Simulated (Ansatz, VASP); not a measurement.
One calculation of Pb, two programs

```
CELL_PARAMETERS angstrom
0.00000 2.46980 2.46980
2.46980 0.00000 2.46980
2.46980 2.46980 0.00000
ATOMIC_POSITIONS crystal
Pb 0.00000 0.00000 0.00000
```

Alike in both runs: task single point; functional PBE; k mesh 13 × 13 × 13; occupations gaussian, width 0.2 eV; no spin polarisation.

|  | VASP | Ansatz |
| --- | --- | --- |
| version | VASP 6.6.1 | Ansatz 0.2.0 |
| potentials or method | VASP PAW PBE potentials, release 64 (Pb_d), cutoff 500 eV | all-electron LAPW, scalar-relativistic |

|  | VASP | Ansatz | Ansatz less VASP |
| --- | --- | --- | --- |
| pressure (GPa) | 2.7 | 2.8 | +0.07 |

Ansatz ran all-electron here, and VASP with PAW potentials.

Spin-orbit coupling is off throughout.
